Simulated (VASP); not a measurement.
# BaTeH6 (R-3) in VASP: relaxation of cell and atoms with r2SCAN+rVV10

Aim: the relaxation of cell and atoms of BaTeH6 with r2SCAN+rVV10.

Everything below comes from runs of VASP 6.6.1. Logs are shortened: lines on timing, memory, paths and dates and some standing lists are left out, and cuts for length are marked.

## (1) The cell of the first run

It takes space group R-3 (No. 148, trigonal). Conventional cell: a = 6.923 Å, b = 6.923 Å, c = 7.532 Å, α = 90.00°, β = 90.00°, γ = 120.00°. Ba (site symmetry -3) has 12 H at 2.63 to 2.72 Å within 3.5 Å. Within 2.6 Å of Te (site symmetry -3) lie 6 H at 1.98 Å. Within 2.8 Å of H (site symmetry 1) lie 1 Te at 1.98 Å and 5 H at 2.39 to 2.64 Å and 2 Ba at 2.63 to 2.72 Å.

## (2) Relaxation of cell and atoms, r2SCAN+rVV10

File POSCAR:

```
BaTeH6
1.0
    3.4617271953      1.9986291281      2.5107136023
   -3.4617271953      1.9986291281      2.5107136023
    0.0000000000     -3.9972582561      2.5107136023
Ba Te H
1 1 6
Direct
    0.0000000000      0.0000000000      0.0000000000
    0.5000000000      0.5000000000      0.5000000000
    0.5412553451      0.2060506765      0.1880396175
    0.2060506765      0.1880396175      0.5412553451
    0.8119603825      0.4587446549      0.7939493235
    0.7939493235      0.8119603825      0.4587446549
    0.4587446549      0.7939493235      0.8119603825
    0.1880396175      0.5412553451      0.2060506765
```

File INCAR.step1:

```
PREC = Accurate
ENCUT = 600
ISMEAR = -1
SIGMA = 0.03
LREAL = False
LASPH = True
NELM = 60
GGA = PE
ALGO = Normal
EDIFF = 1E-4
LWAVE = True
LCHARG = False
```

File INCAR.step2:

```
PREC = Accurate
ENCUT = 600
EDIFF = 1E-6
ISMEAR = -1
SIGMA = 0.03
LREAL = False
LASPH = True
NELM = 60
ALGO = Normal
ISIF = 3
LWAVE = False
LCHARG = False
METAGGA = R2SCAN
LMIXTAU = True
LUSE_VDW = True
IVDW_NL = 2
BPARAM = 11.95
CPARAM = 0.0093
IBRION = 2
NSW = 100
EDIFFG = -0.01
ISTART = 1
```

File KPOINTS:

```
regular mesh
0
Gamma
  6 6 6
```

Potentials or basis: VASP PAW PBE potentials, release 64 (Ba_sv, Te, H).

Started as:

```sh
$ cat potpaw_PBE.64/Ba_sv/POTCAR potpaw_PBE.64/Te/POTCAR potpaw_PBE.64/H/POTCAR > POTCAR
$ cp INCAR.step1 INCAR
$ mpirun -np 1 vasp_std > vasp.out
$ cp INCAR.step2 INCAR
$ mpirun -np 1 vasp_std > vasp.out
```

OUTCAR:

```text
PREC = Accurate
   ENCUT = 600
   EDIFF = 1E-6
   ISMEAR = -1
   LREAL = False
   LASPH = True
   NELM = 60
   ISIF = 3
   METAGGA = R2SCAN
   IVDW_NL = 2
   BPARAM = 11.95
   IBRION = 2
   NSW = 100
   EDIFFG = -0.01
   ISTART = 1

 ion  position               nearest neighbor table
   1  0.000  0.000  0.000-   4 2.63   6 2.63   3 2.63   7 2.63   5 2.63   8 2.63   4 2.72   6 2.72
                             8 2.72   5 2.72   3 2.72   7 2.72   2 3.77   2 3.77   2 4.19   2 4.19
   2  0.500  0.500  0.500-   3 1.98   7 1.98   5 1.98   8 1.98   4 1.98   6 1.98   1 3.77   1 3.77
                             1 4.19   1 4.19   1 4.19   1 4.19   1 4.19   1 4.19
   3  0.541  0.206  0.188-   2 1.98   1 2.63   1 2.72
   4  0.206  0.188  0.541-   2 1.98   1 2.63   1 2.72
   5  0.812  0.459  0.794-   2 1.98   1 2.63   1 2.72
   6  0.794  0.812  0.459-   2 1.98   1 2.63   1 2.72
   7  0.459  0.794  0.812-   2 1.98   1 2.63   1 2.72
   8  0.188  0.541  0.206-   2 1.98   1 2.63   1 2.72

  LATTYP: Found a trigonal (rhomboedric) cell.
 ALAT       =     4.7203555331
 COS(alpha) =    -0.0756382918

  Lattice vectors:

 A1 = (   3.4617271953,   1.9986291281,   2.5107136023)
 A2 = (  -3.4617271953,   1.9986291281,   2.5107136023)
 A3 = (   0.0000000000,  -3.9972582561,   2.5107136023)

Analysis of symmetry for initial positions (statically):
=====================================================================
 Subroutine PRICEL returns:
 Original cell was already a primitive cell.

 Routine SETGRP: Setting up the symmetry group for a
 trigonal (rhombohedral) supercell.

 Subroutine GETGRP returns: Found  6 space group operations
 (whereof  6 operations were pure point group operations)
 out of a pool of 12 trial point group operations.

The static configuration has the point symmetry S_6 .

Analysis of symmetry for dynamics (positions and initial velocities):
=====================================================================
 Subroutine PRICEL returns:
 Original cell was already a primitive cell.

 Routine SETGRP: Setting up the symmetry group for a
 trigonal (rhombohedral) supercell.

 Subroutine GETGRP returns: Found  6 space group operations
 (whereof  6 operations were pure point group operations)
 out of a pool of 12 trial point group operations.

The dynamic configuration has the point symmetry S_6 .

 Subroutine INISYM returns: Found  6 space group operations
 (whereof  6 operations are pure point group operations),
 and found     1 'primitive' translations

----------------------------------------------------------------------------------------

                                     Primitive cell

  volume of cell :     104.2254

  direct lattice vectors                    reciprocal lattice vectors
     3.461727195  1.998629128  2.510713602     0.144436569  0.083390492  0.132764379
    -3.461727195  1.998629128  2.510713602    -0.144436569  0.083390492  0.132764379
     0.000000000 -3.997258256  2.510713602     0.000000000 -0.166780984  0.132764379

  length of vectors
     4.720355533  4.720355533  4.720355533     0.213171943  0.213171943  0.213171943

  position of ions in fractional coordinates (direct lattice)
     0.000000000  0.000000000  0.000000000
     0.500000000  0.500000000  0.500000000
     0.541255345  0.206050676  0.188039618
     0.206050676  0.188039618  0.541255345
     0.811960382  0.458744655  0.793949324
     0.793949324  0.811960382  0.458744655
     0.458744655  0.793949324  0.811960382
     0.188039618  0.541255345  0.206050676

  ion indices of the primitive-cell ions
   primitive index   ion index
                 1           1
                 2           2
                 3           3
                 4           4
                 5           5
                 6           6
                 7           7
                 8           8

----------------------------------------------------------------------------------------

 KPOINTS: regular mesh

Automatic generation of k-mesh.
 Grid dimensions read from file:
 generate k-points for:    6    6    6

 Generating k-lattice:

  Cartesian coordinates                     Fractional coordinates (reciprocal lattice)
     0.024072762  0.013898415  0.022127397     0.166666667  0.000000000  0.000000000
    -0.024072762  0.013898415  0.022127397     0.000000000  0.166666667  0.000000000
     0.000000000 -0.027796831  0.022127397     0.000000000  0.000000000  0.166666667

  Length of vectors
     0.035528657  0.035528657  0.035528657

  Shift w.r.t. Gamma in fractional coordinates (k-lattice)
     0.000000000  0.000000000  0.000000000

 Subroutine IBZKPT returns following result:
 ===========================================

 Found     40 irreducible k-points:

 Following reciprocal coordinates:
            Coordinates               Weight
  0.000000  0.000000  0.000000      1.000000
  0.166667 -0.000000  0.000000      6.000000
  0.333333  0.000000  0.000000      6.000000
  0.500000  0.000000 -0.000000      3.000000
  0.166667  0.166667  0.000000      6.000000
  0.333333  0.166667 -0.000000      6.000000
[... 16 lines left out ...]
  0.333333  0.333333  0.166667      6.000000
  0.500000  0.333333  0.166667      6.000000
 [... further k-points ...]
   k-points           NKPTS =     40   k-points in BZ     NKDIM =     40   number of bands    NBANDS=     16
   number of dos      NEDOS =    301   number of ions     NIONS =      8
   total plane-waves  NPLWV =  64000
   dimension x,y,z NGX =    40 NGY =   40 NGZ =   40
   dimension x,y,z NGXF=    80 NGYF=   80 NGZF=   80
   ions per type =               1   1   6
   NGX,Y,Z   is equivalent  to a cutoff of  14.09, 14.09, 14.09 a.u.
   NGXF,Y,Z  is equivalent  to a cutoff of  28.18, 28.18, 28.18 a.u.
 SYSTEM =  unknown system
   PREC   = accura    normal or accurate (medium, high low for compatibility)
   ISTART =      1    job   : 0-new  1-cont  2-samecut
   ICHARG =      0    charge: 1-file 2-atom 10-const
   ISPIN  =      1    spin polarized calculation?
   LNONCOLLINEAR =      F non collinear calculations
   LSORBIT =      F    spin-orbit coupling
   LASPH  =      T    aspherical Exc in radial PAW
   ENCUT  =  600.0 eV  44.10 Ry    6.64 a.u.   9.43  9.43  9.43*2*pi/ulx,y,z
   NELM   =     60;   NELMIN=  2; NELMDL=  0     # of ELM steps
   EDIFF  = 0.1E-05   stopping-criterion for ELM
   LREAL  =      F    real-space projection
   EDIFFG = -.1E-01   stopping-criterion for IOM
   NSW    =    100    number of steps for IOM
   IBRION =      2    ionic relax: 0-MD 1-quasi-New 2-CG
   NFREE  =      1    steps in history (QN), initial steepest desc. (CG)
   ISIF   =      3    stress and relaxation
   ISYM   =      2    0-nonsym 1-usesym 2-fastsym
   POTIM  = 0.5000    time-step for ionic-motion
   TEBEG  =    0.0;   TEEND  =   0.0 temperature during run
   PSTRESS=    0.0 pullay stress
   NELECT =      22.0000    total number of electrons
   NUPDOWN=      -1.0000    fix difference up-down
   EMIN   =  10.00;   EMAX   =-10.00  energy-range for DOS
   EFERMI =   0.00;   METHOD = LEGACY
   ISMEAR =    -1;   SIGMA  =   0.03  broadening in eV -4-tet -1-fermi 0-gaus
   EFERMI_NEDOS =   21; number of points for ismear=-14 and -15
   IALGO  =     38    algorithm
   IMIX   =      4    mixing-type and parameters
     AMIX     =   0.40;   BMIX     =  1.00
     AMIX_MAG =   1.60;   BMIX_MAG =  1.00
  volume/ion in A,a.u.               =      13.03        87.92
  Fermi-wavevector in a.u.,A,eV,Ry     =   0.974745  1.842002 12.927287  0.950129
  Thomas-Fermi vector in A             =   2.105230
   LORBIT       =      0    0 simple, 1 ext, 2 COOP (PROOUT), +10 PAW based schemes
   METAGGA = R2SCAN    functional components
   LHFCALC =     F    Hartree Fock is set to
   AEXX    =    0.0000 exact exchange contribution
   IVDW_NL    =     2    kernel type
   BPARAM     =11.9500
   IVDW    =     0    specifies the selected vdW correction
   LEPSILON=     F    determine dielectric tensor
   LRPA    =     F    only Hartree local field effects (RPA)
 conjugate gradient relaxation of ions
 non-spin polarized calculation
  energy-cutoff  :      600.00
  volume of cell :      104.23
 maximum number of plane-waves:      3503
 NGX is ok and might be reduce to    40
   NGX = 19   NGY = 19   NGZ = 19

--------------------------------------- Ionic step        1  -------------------------------------------

 number of electron      22.0000000 magnetization

 Free energy of the ion-electron system (eV)
  ---------------------------------------------------
  ext. energy  EPLUGINS =         0.00000000
  ---------------------------------------------------
  free energy    TOTEN  =       -70.19057585 eV

  energy without entropy =      -70.18964468  energy(sigma->0) =      -70.19011027

------------------------ aborting loop because EDIFF is reached ----------------------------------------

  FORCE on cell =-STRESS in cart. coord.  units (eV):
  Direction    XX          YY          ZZ          XY          YZ          ZX
  --------------------------------------------------------------------------------------
  -------------------------------------------------------------------------------------
  Total        1.0693450      1.0693450      0.9986428      0.0000000      0.0000000      0.0000000
  in kB       16.4382263     16.4382263     15.3513748      0.0000000      0.0000000      0.0000000
  external PRESSURE =      16.0759425 kB  Pullay stress =       0.0000000 kB
[... 107 lines left out ...]
  FREE ENERGIE OF THE ION-ELECTRON SYSTEM (eV)
  ---------------------------------------------------
  free  energy   TOTEN  =       -70.2308522092 eV

  energy  without entropy=      -70.2307855073  energy(sigma->0) =      -70.23081886

[... ionic steps 4 to 9 ...]

--------------------------------------- Ionic step       10  -------------------------------------------

 number of electron      22.0000000 magnetization

------------------------ aborting loop because EDIFF is reached ----------------------------------------
[... 79 lines left out ...]
--------------------------------------- Ionic step       12  -------------------------------------------

 number of electron      21.9999999 magnetization

 Free energy of the ion-electron system (eV)
  ---------------------------------------------------
  ext. energy  EPLUGINS =         0.00000000
  ---------------------------------------------------
  free energy    TOTEN  =       -70.25973432 eV

  energy without entropy =      -70.25971729  energy(sigma->0) =      -70.25972581

 E-fermi :   2.6082     XC(G=0):  -8.8554

 val. band max:        2.4089408440   @ k =   0.5000   0.0000  -0.0000
 cond. band min:       2.8067966498   @ k =   0.5000   0.0000  -0.0000
 fundamental gap:      0.3978558058
 Fermi energy:         2.6082292618

 k-point     1 :       0.0000    0.0000    0.0000
  band No.  band energies     occupation
      1     -26.1086      2.00000
      2     -11.1347      2.00000
      3     -10.9613      2.00000
      4     -10.8707      2.00000
      5     -10.8707      2.00000
      6      -3.8553      2.00000
[... 433 lines left out ...]
      3     -11.0372      2.00000
      4     -10.9112      2.00000
      5     -10.7485      2.00000
      6      -4.4719      2.00000
[... 8 lines left out ...]
     15       5.7943      0.00000
     16       7.0855      0.00000

 [... further k-points ...]

------------------------ aborting loop because EDIFF is reached ----------------------------------------

  FORCE on cell =-STRESS in cart. coord.  units (eV):
  Direction    XX          YY          ZZ          XY          YZ          ZX
  --------------------------------------------------------------------------------------
  -------------------------------------------------------------------------------------
  Total        0.0311049      0.0311049     -0.0021251     -0.0000000     -0.0000000     -0.0000000
  in kB        0.4417434      0.4417434     -0.0301797     -0.0000001     -0.0000000     -0.0000000
  external PRESSURE =       0.2844357 kB  Pullay stress =       0.0000000 kB
[... 23 lines left out ...]
  FREE ENERGIE OF THE ION-ELECTRON SYSTEM (eV)
  ---------------------------------------------------
  free  energy   TOTEN  =       -70.2597343199 eV

  energy  without entropy=      -70.2597172911  energy(sigma->0) =      -70.25972581

 reached required accuracy - stopping structural energy minimisation
```

Run time: 24 min. Hardware: 1 thread of Intel Xeon 6975P-C (Granite Rapids), shared host; peak memory 0.56 GiB.

Results:

| Item | Value |
| --- | --- |
| Free energy | -70.2597 eV |
| Relaxed volume | 14.10 Å³/atom |
| Relaxed cell | a = 4.849 Å, b = 4.849 Å, c = 4.849 Å, α = 94.67°, β = 94.67°, γ = 94.67° |
| Space group after relaxing (to 0.1 Å) | R-3 (No. 148) |
| Energy gained by relaxing | 8.6 meV/atom |
| Ionic steps | 12 |
| Pressure after relaxing | 0.0 GPa |
| Largest force after relaxing | 0.006 eV/Å |
| Band gap on the k mesh | 0.40 eV |

Forces in eV/Å, atoms in the order of the input:
```
Ba   0.000  0.000  0.000
Te   0.000  0.000  0.000
H    0.002  0.004 -0.003
H    0.003 -0.004 -0.003
H    0.005  0.001  0.003
H   -0.003  0.004  0.003
H   -0.002 -0.004  0.003
H   -0.005 -0.001 -0.003
```

Step by step:
```csv
step,energy change (eV),largest force (eV/Å),pressure (GPa),volume (Å³)
1,0.0000,0.1337,1.61,104.23
2,-0.0212,0.1565,0.91,106.21
3,-0.0403,0.2170,-1.04,112.31
4,-0.0419,0.2040,-0.61,110.90
5,-0.0580,0.1145,-0.32,111.68
6,-0.0636,0.0590,0.02,112.50
7,-0.0653,0.0503,-0.01,112.62
8,-0.0681,0.0254,-0.08,113.00
9,-0.0685,0.0142,-0.11,113.19
10,-0.0689,0.0217,0.08,112.80
11,-0.0689,0.0218,0.08,112.80
12,-0.0692,0.0056,0.03,112.82
```

Final structure:
```
Ba Te H
1.0
     3.56573    2.05867    2.56143
    -3.56573    2.05867    2.56143
     0.00000   -4.11735    2.56143
Ba Te H
1 1 6
Cartesian
  0.0000 0.0000 0.0000
  0.0000 0.0000 3.8421
  1.1794 0.7591 2.4673
  0.0677 -1.4009 2.4673
  1.2471 -0.6418 5.2170
  -0.0677 1.4009 5.2170
  -1.1794 -0.7591 5.2170
  -1.2471 0.6418 2.4673
```

Caveat: the PAW data sets were made with another functional, which shifts forces and pressure a little; spin-orbit coupling is left out, which moves the levels of the heavy elements.
